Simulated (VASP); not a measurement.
**Li: relaxation of cell and atoms with r2SCAN**

Crystal: Li.

```
CELL_PARAMETERS angstrom
-1.55465 1.55465 1.28002
1.55465 -1.55465 1.28002
1.55465 1.55465 -1.28002
ATOMIC_POSITIONS crystal
Li 0.00000 0.00000 0.00000
```

- Program: VASP 6.6.1
- Task: relaxation of cell and atoms
- Functional: r2SCAN
- Potentials or basis: VASP PAW PBE potentials, release 64 (Li_sv)
- Cutoff: 600 eV
- k mesh: 9 × 9 × 9
- Occupations: fermi-dirac, width 0.0104 eV
- Spin: no spin polarisation
- Dipole correction: no
- Further INCAR settings: ALGO = Normal; EDIFF = 1e-06; IBRION = 2; EDIFFG = -0.01; NSW = 60; ISIF = 3

```json
{"Relaxed volume": "18.80 Å³/atom", "Relaxed cell": "a = 2.919 Å, b = 2.919 Å, c = 2.919 Å, α = 105.33°, β = 105.33°, γ = 118.12°", "Space group after relaxing (to 0.05 Å)": "I4/mmm (No. 139)", "Energy gained by relaxing": "275.5 meV/atom", "Ionic steps": "6", "Pressure after relaxing": "0.0 GPa"}
```

Stress tensor (GPa, compression positive):
```
 0.05  0.00  0.00
 0.00  0.05  0.00
 0.00  0.00 -0.08
```

The path:
```tsv
step	energy change (eV)	largest force (eV/Å)	pressure (GPa)	volume (Å³)
1	0.0000	0.0000	16.47	12.38
2	-0.1800	0.0000	8.15	14.80
3	-0.2754	0.0000	0.03	18.81
4	-0.2755	0.0000	-0.24	18.95
5	-0.2755	0.0000	-0.07	18.85
6	-0.2755	0.0000	0.00	18.80
```

Final structure:
```
Li
1.0
    -1.77007    1.77007    1.50047
     1.77007   -1.77007    1.50047
     1.77007    1.77007   -1.50047
Li
1
Cartesian
  0.0000 0.0000 0.0000
```

Levels at points of the mesh, in eV from the Fermi level:
```tsv
k point	band 1	band 2	band 3	band 4	band 5
(0.00, 0.00, 0.00)	-48.02	-3.98	16.02	16.02	18.32
```

Wall time 51 s on 1 thread of Intel(R) Xeon(R) 6975P-C (Granite Rapids), on a shared host, peak memory 0.12 GiB.

Caveat: the cutoff is under 1.25 times the usual one of these potentials, so pressure, stress and relaxed cells hold a basis-set (Pulay) error; the volume moved by over 15 % at a fixed basis, so the end points are rough; the PAW data sets were made with another functional, which shifts forces and pressure a little.
